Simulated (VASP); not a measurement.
# Rh (Fm-3m) in VASP: notebook

Aim: see how the results for Rh move with the level of theory and the settings. Levels: r2SCAN, RPBE, PBEsol+D3(BJ). Tasks: single point.

All numbers are computed with VASP 6.6.1; they aren't measurements. Logs are shortened: lines on timing, memory, paths and dates and some standing lists are left out, and cuts for length are marked.

## Step 1: The cell of the first run

It takes space group Fm-3m (No. 225, cubic). The conventional cell has a = 3.846 Å, b = 3.846 Å, c = 3.846 Å, α = 90.00°, β = 90.00°, γ = 90.00°. Within 3.6 Å of Rh (site symmetry m-3m) lie 12 Rh at 2.72 Å.

## Step 2: Single point, r2SCAN

POSCAR reads:

```
Rh
1.0
    0.0000000000      1.9228245745      1.9228245745
    1.9228245745      0.0000000000      1.9228245745
    1.9228245745      1.9228245745      0.0000000000
Rh
1
Direct
    0.0000000000      0.0000000000      0.0000000000
```

INCAR.step1 reads:

```
SYSTEM = Rh
PREC = Accurate
ENCUT = 520
ISMEAR = -1
SIGMA = 0.05
LREAL = .FALSE.
LASPH = .TRUE.
NELM = 100
NBANDS = 14
GGA = PE
ALGO = Normal
EDIFF = 1E-4
LWAVE = .TRUE.
LCHARG = .FALSE.
```

INCAR.step2 reads:

```
SYSTEM = Rh
PREC = Accurate
ENCUT = 520
EDIFF = 1E-7
ISMEAR = -1
SIGMA = 0.05
LREAL = .FALSE.
LASPH = .TRUE.
NELM = 100
ALGO = Normal
ISIF = 2
LWAVE = .FALSE.
LCHARG = .FALSE.
METAGGA = R2SCAN
LMIXTAU = .TRUE.
NBANDS = 14
ISTART = 1
```

KPOINTS reads:

```
Automatic mesh
0
G
  12 12 12
  0 0 0
```

Potentials or basis: VASP PAW PBE potentials, release 64 (Rh_pv).

Run with:

```
$ cat potpaw_PBE.64/Rh_pv/POTCAR > POTCAR
$ cp INCAR.step1 INCAR
$ mpirun -np 1 vasp_std > vasp.out
$ cp INCAR.step2 INCAR
$ mpirun -np 1 vasp_std > vasp.out
```

OUTCAR:

```text
SYSTEM = Rh
   PREC = Accurate
   ENCUT = 520
   EDIFF = 1E-7
   ISMEAR = -1
   LREAL = .FALSE.
   LASPH = .TRUE.
   NELM = 100
   ISIF = 2
   METAGGA = R2SCAN
   ISTART = 1

 ion  position               nearest neighbor table
   1  0.000  0.000  0.000-

  LATTYP: Found a face centered cubic cell.
 ALAT       =     3.8456491490

  Lattice vectors:

 A1 = (   0.0000000000,   1.9228245745,   1.9228245745)
 A2 = (   1.9228245745,   0.0000000000,   1.9228245745)
 A3 = (   1.9228245745,   1.9228245745,   0.0000000000)

Analysis of symmetry for initial positions (statically):
[... 33 lines left out ...]
                                     Primitive cell

  volume of cell :      14.2183

  direct lattice vectors                    reciprocal lattice vectors
     0.000000000  1.922824575  1.922824575    -0.260034122  0.260034122  0.260034122
     1.922824575  0.000000000  1.922824575     0.260034122 -0.260034122  0.260034122
     1.922824575  1.922824575  0.000000000     0.260034122  0.260034122 -0.260034122

  length of vectors
     2.719284591  2.719284591  2.719284591     0.450392311  0.450392311  0.450392311

  position of ions in fractional coordinates (direct lattice)
     0.000000000  0.000000000  0.000000000

  ion indices of the primitive-cell ions
   primitive index   ion index
                 1           1

----------------------------------------------------------------------------------------

 KPOINTS: Automatic mesh

Automatic generation of k-mesh.
 Grid dimensions read from file:
 generate k-points for:   12   12   12

 Generating k-lattice:

  Cartesian coordinates                     Fractional coordinates (reciprocal lattice)
    -0.021669510  0.021669510  0.021669510     0.083333333  0.000000000  0.000000000
     0.021669510 -0.021669510  0.021669510     0.000000000  0.083333333  0.000000000
     0.021669510  0.021669510 -0.021669510     0.000000000  0.000000000  0.083333333

  Length of vectors
     0.037532693  0.037532693  0.037532693

  Shift w.r.t. Gamma in fractional coordinates (k-lattice)
     0.000000000  0.000000000  0.000000000

 Subroutine IBZKPT returns following result:
 ===========================================

 Found     72 irreducible k-points:

 Following reciprocal coordinates:
            Coordinates               Weight
  0.000000  0.000000  0.000000      1.000000
  0.083333  0.000000  0.000000      8.000000
  0.166667  0.000000  0.000000      8.000000
  0.250000  0.000000  0.000000      8.000000
  0.333333  0.000000  0.000000      8.000000
  0.416667  0.000000  0.000000      8.000000
[... 16 lines left out ...]
  0.500000  0.166667  0.000000     24.000000
 -0.416667  0.166667  0.000000     24.000000
 [... further k-points ...]
   k-points           NKPTS =     72   k-points in BZ     NKDIM =     72   number of bands    NBANDS=     14
   number of dos      NEDOS =    301   number of ions     NIONS =      1
   total plane-waves  NPLWV =   8000
   dimension x,y,z NGX =    20 NGY =   20 NGZ =   20
   dimension x,y,z NGXF=    40 NGYF=   40 NGZF=   40
   ions per type =               1
   NGX,Y,Z   is equivalent  to a cutoff of  12.23, 12.23, 12.23 a.u.
   NGXF,Y,Z  is equivalent  to a cutoff of  24.45, 24.45, 24.45 a.u.
 SYSTEM =  Rh
   PREC   = accura    normal or accurate (medium, high low for compatibility)
   ISTART =      1    job   : 0-new  1-cont  2-samecut
   ICHARG =      0    charge: 1-file 2-atom 10-const
   ISPIN  =      1    spin polarized calculation?
   LNONCOLLINEAR =      F non collinear calculations
   LSORBIT =      F    spin-orbit coupling
   LASPH  =      T    aspherical Exc in radial PAW
   ENCUT  =  520.0 eV  38.22 Ry    6.18 a.u.   5.06  5.06  5.06*2*pi/ulx,y,z
   NELM   =    100;   NELMIN=  2; NELMDL=  0     # of ELM steps
   EDIFF  = 0.1E-06   stopping-criterion for ELM
   LREAL  =      F    real-space projection
   EDIFFG = 0.1E-05   stopping-criterion for IOM
   NSW    =      0    number of steps for IOM
   IBRION =     -1    ionic relax: 0-MD 1-quasi-New 2-CG
   NFREE  =      0    steps in history (QN), initial steepest desc. (CG)
   ISIF   =      2    stress and relaxation
   ISYM   =      2    0-nonsym 1-usesym 2-fastsym
   POTIM  = 0.5000    time-step for ionic-motion
   TEBEG  =    0.0;   TEEND  =   0.0 temperature during run
   PSTRESS=    0.0 pullay stress
   NELECT =      15.0000    total number of electrons
   NUPDOWN=      -1.0000    fix difference up-down
   EMIN   =  10.00;   EMAX   =-10.00  energy-range for DOS
   EFERMI =   0.00;   METHOD = LEGACY
   ISMEAR =    -1;   SIGMA  =   0.05  broadening in eV -4-tet -1-fermi 0-gaus
   EFERMI_NEDOS =   21; number of points for ismear=-14 and -15
   IALGO  =     38    algorithm
   IMIX   =      4    mixing-type and parameters
     AMIX     =   0.40;   BMIX     =  1.00
     AMIX_MAG =   1.60;   BMIX_MAG =  1.00
  volume/ion in A,a.u.               =      14.22        95.95
  Fermi-wavevector in a.u.,A,eV,Ry     =   1.666565  3.149351 37.789350  2.777439
  Thomas-Fermi vector in A             =   2.752739
   LORBIT       =      0    0 simple, 1 ext, 2 COOP (PROOUT), +10 PAW based schemes
   METAGGA = R2SCAN    functional components
   LHFCALC =     F    Hartree Fock is set to
   AEXX    =    0.0000 exact exchange contribution
   IVDW    =     0    specifies the selected vdW correction
   LEPSILON=     F    determine dielectric tensor
   LRPA    =     F    only Hartree local field effects (RPA)
 non-spin polarized calculation
  energy-cutoff  :      520.00
  volume of cell :       14.22
 maximum number of plane-waves:       392
   NGX = 11   NGY = 11   NGZ = 11

 number of electron      15.0000000 magnetization

 Free energy of the ion-electron system (eV)
  ---------------------------------------------------
  ext. energy  EPLUGINS =         0.00000000
  ---------------------------------------------------
  free energy    TOTEN  =       -24.13095945 eV

  energy without entropy =      -24.12180642  energy(sigma->0) =      -24.12638293

 E-fermi :  11.1323     XC(G=0): -14.9611

 val. band max:       11.0792886843   @ k =  -0.3333   0.3333   0.0000
 cond. band min:      11.1408841628   @ k =   0.3333   0.1667   0.0000
 fundamental gap:      0.0615954785
 Fermi energy:        11.1323383469

 k-point     1 :       0.0000    0.0000    0.0000
  band No.  band energies     occupation
      1     -36.6204      2.00000
      2     -36.6204      2.00000
      3     -36.6204      2.00000
      4       3.1966      2.00000
      5       8.1057      2.00000
      6       8.1057      2.00000
      7       8.1057      2.00000
      8      10.0923      2.00000
      9      10.0923      2.00000
     10      27.8626      0.00000
     11      28.5138      0.00000
     12      33.4149      0.00000
     13      33.4150      0.00000
     14      33.4150      0.00000

 k-point     2 :       0.0833    0.0000    0.0000
  band No.  band energies     occupation
      1     -36.6688      2.00000
      2     -36.6270      2.00000
      3     -36.6270      2.00000
      4       3.4771      2.00000
      5       7.9893      2.00000
      6       8.2104      2.00000
      7       8.2105      2.00000
      8      10.0387      2.00000
      9      10.0387      2.00000
     10      28.2399      0.00000
     11      28.5143      0.00000
     12      31.9975      0.00000
     13      33.8072      0.00000
     14      33.8072      0.00000

 k-point     3 :       0.1667    0.0000    0.0000
  band No.  band energies     occupation
      1     -36.7998      2.00000
      2     -36.6449      2.00000
      3     -36.6449      2.00000
      4       4.2240      2.00000
      5       7.7839      2.00000
      6       8.4188      2.00000
      7       8.4188      2.00000
      8      10.0002      2.00000
      9      10.0002      2.00000
     10      28.5137      0.00000
     11      28.9244      0.00000
     12      29.6285      0.00000
     13      34.8854      0.00000
     14      34.8854      0.00000

 k-point     4 :       0.2500    0.0000    0.0000
  band No.  band energies     occupation
      1     -36.9762      2.00000
      2     -36.6692      2.00000
      3     -36.6692      2.00000
      4       5.0124      2.00000
      5       8.0013      2.00000
      6       8.4468      2.00000
      7       8.4468      2.00000
      8      10.2804      2.00000
      9      10.2804      2.00000
     10      26.7116      0.00000
     11      28.5145      0.00000
     12      29.3739      0.00000
     13      36.1959      0.00000
     14      36.1959      0.00000

 k-point     5 :       0.3333    0.0000    0.0000
  band No.  band energies     occupation
      1     -37.1496      2.00000
      2     -36.6935      2.00000
      3     -36.6935      2.00000
      4       5.2331      2.00000
      5       8.2615      2.00000
      6       8.2615      2.00000
      7       9.2573      2.00000
      8      10.8735      1.98876
      9      10.8735      1.98876
     10      23.8478      0.00000
     11      28.5137      0.00000
     12      28.5485      0.00000
     13      35.3077      0.00000
     14      35.3077      0.00000

 k-point     6 :       0.4167    0.0000    0.0000
  band No.  band energies     occupation
      1     -37.2747      2.00000
      2     -36.7112      2.00000
      3     -36.7112      2.00000
      4       5.1312      2.00000
      5       8.0734      2.00000
      6       8.0734      2.00000
      7      11.0597      1.62061
      8      11.4359      0.00461
      9      11.4359      0.00461
     10      21.1557      0.00000
     11      27.7154      0.00000
     12      28.5140      0.00000
     13      33.7029      0.00000
     14      33.7029      0.00000

 k-point     7 :       0.5000    0.0000    0.0000
  band No.  band energies     occupation
      1     -37.3201      2.00000
      2     -36.7177      2.00000
      3     -36.7177      2.00000
      4       5.0679      2.00000
      5       8.0001      2.00000
      6       8.0001      2.00000
      7      11.6650      0.00005
      8      11.6650      0.00005
      9      12.0651      0.00000
     10      19.8511      0.00000
     11      27.4098      0.00000
     12      28.5137      0.00000
     13      33.0974      0.00000
     14      33.0974      0.00000
[... 205 lines left out ...]
 k-point    20 :       0.2500    0.1667    0.0000
  band No.  band energies     occupation
      1     -36.9074      2.00000
      2     -36.7155      2.00000
      3     -36.7111      2.00000
      4       5.2705      2.00000
      5       6.9512      2.00000
      6       8.6915      2.00000
      7       9.1336      2.00000
      8       9.7448      2.00000
      9      10.6747      1.99979
     10      28.5135      0.00000
     11      29.1551      0.00000
     12      30.4728      0.00000
     13      31.9993      0.00000
     14      32.8848      0.00000

 k-point    21 :       0.3333    0.1667    0.0000
  band No.  band energies     occupation
      1     -37.0504      2.00000
      2     -36.7440      2.00000
      3     -36.7418      2.00000
      4       5.7903      2.00000
      5       7.0576      2.00000
      6       8.2641      2.00000
      7       9.1332      2.00000
      8      11.0204      1.80739
      9      11.1409      0.91475
     10      26.2840      0.00000
     11      28.5141      0.00000
     12      29.9167      0.00000
     13      31.3550      0.00000
     14      33.3050      0.00000

 k-point    22 :       0.4167    0.1667    0.0000
  band No.  band energies     occupation
      1     -37.1755      2.00000
      2     -36.7843      2.00000
      3     -36.7573      2.00000
      4       5.7867      2.00000
      5       7.4900      2.00000
      6       8.2579      2.00000
      7       8.9445      2.00000
      8      11.6017      0.00017
      9      12.8046      0.00000
     10      23.1421      0.00000
     11      28.5138      0.00000
     12      28.8795      0.00000
     13      30.9121      0.00000
     14      32.7052      0.00000

 k-point    23 :       0.5000    0.1667    0.0000
  band No.  band energies     occupation
      1     -37.2498      2.00000
      2     -36.8218      2.00000
      3     -36.7580      2.00000
      4       5.7349      2.00000
      5       7.4217      2.00000
      6       8.7529      2.00000
      7       8.8935      2.00000
      8      11.7217      0.00002
      9      14.7779      0.00000
     10      20.4387      0.00000
     11      28.1083      0.00000
     12      28.5142      0.00000
     13      31.1076      0.00000
     14      31.4733      0.00000

 k-point    24 :      -0.4167    0.1667    0.0000
  band No.  band energies     occupation
      1     -37.2559      2.00000
      2     -36.8449      2.00000
      3     -36.7436      2.00000
      4       5.8002      2.00000
      5       7.4360      2.00000
      6       8.6611      2.00000
      7       9.1332      2.00000
      8      11.3687      0.01754
      9      15.3628      0.00000
     10      19.9895      0.00000
     11      27.7137      0.00000
     12      28.5141      0.00000
     13      30.6475      0.00000
     14      32.2423      0.00000

 [... further k-points ...]
[... 5 lines left out ...]
  --------------------------------------------------------------------------------------
  -------------------------------------------------------------------------------------
  Total       -0.7402979     -0.7402979     -0.7402979      0.0000000      0.0000000      0.0000000
  in kB      -83.4195996    -83.4195996    -83.4195996      0.0000000      0.0000000      0.0000000
  external PRESSURE =     -83.4195996 kB  Pullay stress =       0.0000000 kB

 VOLUME and BASIS-vectors are now :
 -----------------------------------------------------------------------------
  energy-cutoff  :      520.00
  volume of cell :       14.22
      direct lattice vectors                 reciprocal lattice vectors
     0.000000000  1.922824575  1.922824575    -0.260034122  0.260034122  0.260034122
     1.922824575  0.000000000  1.922824575     0.260034122 -0.260034122  0.260034122
     1.922824575  1.922824575  0.000000000     0.260034122  0.260034122 -0.260034122

 POSITION                                       TOTAL-FORCE (eV/Angst)
 -----------------------------------------------------------------------------------
      0.00000      0.00000      0.00000         0.000000     -0.000000      0.000000
 -----------------------------------------------------------------------------------
    total drift:                                0.000000     -0.000000      0.000000

  FREE ENERGIE OF THE ION-ELECTRON SYSTEM (eV)
  ---------------------------------------------------
  free  energy   TOTEN  =       -24.1309594487 eV

  energy  without entropy=      -24.1218064186  energy(sigma->0) =      -24.12638293
```

Run time: 37 s. Hardware: 1 thread of Intel Xeon Platinum 8375C at 2.90GHz (Ice Lake), shared host; peak memory 0.14 GiB.

What came out:

```
Free energy : -24.1310 eV
Pressure    : -8.3 GPa
```

Caveat: the PAW data sets were made with another functional, which shifts forces and pressure a little.

## Step 3: Single point, RPBE, non-collinear spin, zero start, spin-orbit coupling

This run uses another cell than the first one, of 12.85 Å³/atom, 0.904 times its volume.

INCAR reads:

```
PREC = Accurate
ENCUT = 520
EDIFF = 1E-6
ISMEAR = -1
SIGMA = 0.1
LREAL = False
LASPH = True
NELM = 150
ALGO = Normal
ISIF = 2
LWAVE = False
LCHARG = False
MAGMOM = 0 0 0
LORBIT = 11
LSORBIT = True
GGA_COMPAT = False
LORBMOM = True
LMAXMIX = 4
GGA = RP
NBANDS = 26
```

KPOINTS reads:

```
Automatic mesh
0
Gamma
  12 12 12
```

POSCAR reads:

```
Rh
1.0
    0.0000000000      1.8591074964      1.8591074964
    1.8591074964      0.0000000000      1.8591074964
    1.8591074964      1.8591074964      0.0000000000
Rh
1
Direct
    0.0000000000      0.0000000000      0.0000000000
```

Potentials or basis: VASP PAW PBE potentials, release 64 (Rh_pv).

Run with:

```
$ cat potpaw_PBE.64/Rh_pv/POTCAR > POTCAR
$ mpirun -np 1 vasp_ncl > vasp.out
```

It took 34 s on 1 thread of Intel Xeon Platinum 8375C at 2.90GHz (Ice Lake), shared host; peak memory 0.18 GiB.

The run converged. Its results:

* Free energy: -6.6501 eV
* Pressure: 34.5 GPa
* Net moment: 0.00 μB per cell
* Valence electrons inside the program's atomic spheres: Rh 13.93

Moments on the atoms (μB; x, y, z):
```
Rh  0.00 0.00 0.00
```

Caveat: the PAW data sets were made with another functional, which shifts forces and pressure a little.

## Step 4: Single point, RPBE, non-collinear spin, zero start, spin-orbit coupling

This run uses another cell than the first one, of 13.12 Å³/atom, 0.923 times its volume.

INCAR reads:

```
ALGO = Normal
EDIFF = 1E-6
ENCUT = 520
GGA = RP
GGA_COMPAT = False
ISIF = 2
ISMEAR = -1
LASPH = True
LCHARG = False
LMAXMIX = 4
LNONCOLLINEAR = True
LORBIT = 11
LORBMOM = True
LREAL = False
LSORBIT = True
LWAVE = False
MAGMOM = 0 0 0
NBANDS = 26
NELM = 150
PREC = Accurate
SIGMA = 0.1
```

KPOINTS reads:

```
k-points
0
Gamma
  12 12 12
```

POSCAR reads:

```
Rh
1.0
    0.0000000000      1.8722002341      1.8722002341
    1.8722002341      0.0000000000      1.8722002341
    1.8722002341      1.8722002341      0.0000000000
Rh
1
Direct
    0.0000000000      0.0000000000      0.0000000000
```

Run with:

```
$ cat potpaw_PBE.64/Rh_pv/POTCAR > POTCAR
$ mpirun -np 1 vasp_ncl > vasp.out
```

Run time: 33 s. Hardware: 1 thread of Intel Xeon Platinum 8375C at 2.90GHz (Ice Lake), shared host; peak memory 0.18 GiB.

Results (log left out):

```
Free energy                                           : -6.7021 eV
Pressure                                              : 26.5 GPa
Net moment                                            : 0.00 μB per cell
Valence electrons inside the program's atomic spheres : Rh 13.89
```

Moments on the atoms (μB; x, y, z):
```
Rh  0.00 0.00 0.00
```

Caveat: the PAW data sets were made with another functional, which shifts forces and pressure a little.

## Step 5: Single point, PBEsol+D3(BJ)

This run uses another cell than the first one, of 13.17 Å³/atom, 0.926 times its volume.

INCAR reads:

```
SYSTEM = Rh
PREC = Accurate
ENCUT = 520
EDIFF = 1E-6
ISMEAR = -1
SIGMA = 0.05
LREAL = .False.
LASPH = .True.
NELM = 80
ALGO = Fast
ISIF = 2
LWAVE = .False.
LCHARG = .False.
GGA = PS
IVDW = 12
NBANDS = 14
```

KPOINTS reads:

```
regular mesh
0
Gamma
  12 12 12
  0 0 0
```

POSCAR reads:

```
Rh
1.0
    0.0000000000      1.8741295743      1.8741295743
    1.8741295743      0.0000000000      1.8741295743
    1.8741295743      1.8741295743      0.0000000000
Rh
1
Direct
    0.0000000000      0.0000000000      0.0000000000
```

Run with:

```
$ cat potpaw_PBE.64/Rh_pv/POTCAR > POTCAR
$ mpirun -np 1 vasp_std > vasp.out
```

Wall time 11 s (1 thread of Intel Xeon Platinum 8259CL at 2.50GHz (Skylake/Cascade Lake), shared host); peak memory 0.14 GiB.

It converged, with:

* Free energy: -8.7738 eV
* Pressure: -0.1 GPa
* Dispersion energy per atom: -0.635 eV

Levels at points of the mesh, in eV from the Fermi level:
```tsv
k point	band 3	band 4	band 5	band 6	band 7	band 8	band 9	band 10	band 11	band 12
(0.00, 0.00, 0.00)	-46.44	-8.39	-3.34	-3.34	-3.34	-1.08	-1.08	15.88	20.19	21.58
(0.50, 0.00, 0.00)	-46.56	-6.56	-3.42	-3.42	0.59	0.60	0.60	9.03	15.40	20.19
(0.50, 0.50, 0.00)	-46.76	-6.79	-6.40	0.58	1.04	1.04	3.22	12.77	13.47	13.47
```

Caveat: the PAW data sets were made with another functional, which shifts forces and pressure a little; pairwise dispersion overbinds metals, which lowers pressure and volume.

## Step 6: Overview

```tsv
level	spin	cell	smearing	gap on the mesh (eV)	pressure (GPa)	moment (μB)
r2SCAN	off	a = 2.719 Å, angles 60.0°, 1 atom	fermi-dirac 0.05 eV	none	-8.3	-
RPBE	non-collinear, zero start, SOC	a = 2.629 Å, angles 60.0°, 1 atom	fermi-dirac 0.1 eV	-	34.5	0.00
RPBE	non-collinear, zero start, SOC	a = 2.648 Å, angles 60.0°, 1 atom	fermi-dirac 0.1 eV	-	26.5	0.00
PBEsol+D3(BJ)	off	a = 2.650 Å, angles 60.0°, 1 atom	fermi-dirac 0.05 eV	none	-0.1	-
```

Alike in all rows: task single point; potentials or basis VASP PAW PBE potentials, release 64 (Rh_pv); k mesh 12 × 12 × 12; cutoff (eV) 520.

Caveats: the PAW data sets were made with another functional, which shifts forces and pressure a little; pairwise dispersion overbinds metals, which lowers pressure and volume (some runs).

Absolute energies hang on the potentials; compare differences alone.
